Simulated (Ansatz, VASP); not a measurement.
**Two plane-wave programs on HfN**

```
CELL_PARAMETERS angstrom
0.00000 2.32677 2.19123
2.32677 0.00000 2.19123
2.32677 2.32677 0.00000
ATOMIC_POSITIONS crystal
Hf 0.00000 0.00000 0.00000
N 0.50000 0.50000 0.50000
```

Change from the starting cell: strain +0.030 along x and y, -0.030 along z, atoms carried along.

Alike in both runs: task single point; functional PBE; k mesh 18 × 18 × 18; occupations gaussian, width 0.15 eV; no spin polarisation.

|  | VASP | Ansatz |
| --- | --- | --- |
| version | VASP 6.6.1 | Ansatz 0.2.0 |
| potentials or method | VASP PAW PBE potentials, release 64 (Hf_pv, N), cutoff 520 eV | scalar-relativistic, plane waves, PAW |
| valence electrons in the cell | 15 | 31 |

|  | VASP | Ansatz | Ansatz less VASP |
| --- | --- | --- | --- |
| gap on the k mesh at the Fermi level (eV) | none | none | - |
| pressure (GPa) | -2.4 | -0.1 | +2.27 |
| traceless stress, the component that is largest in VASP (GPa) | 19.43 | 19.63 | +0.206 |

A gap of «none» marks a metal or a gap that the smearing closes. The functional is the same, so the differences come from potentials, cutoffs and numerics. VASP's potentials hold 15 valence electrons a cell and Ansatz's 31, so a difference there can come from the potentials and not from the codes.

Spin-orbit coupling is off throughout.
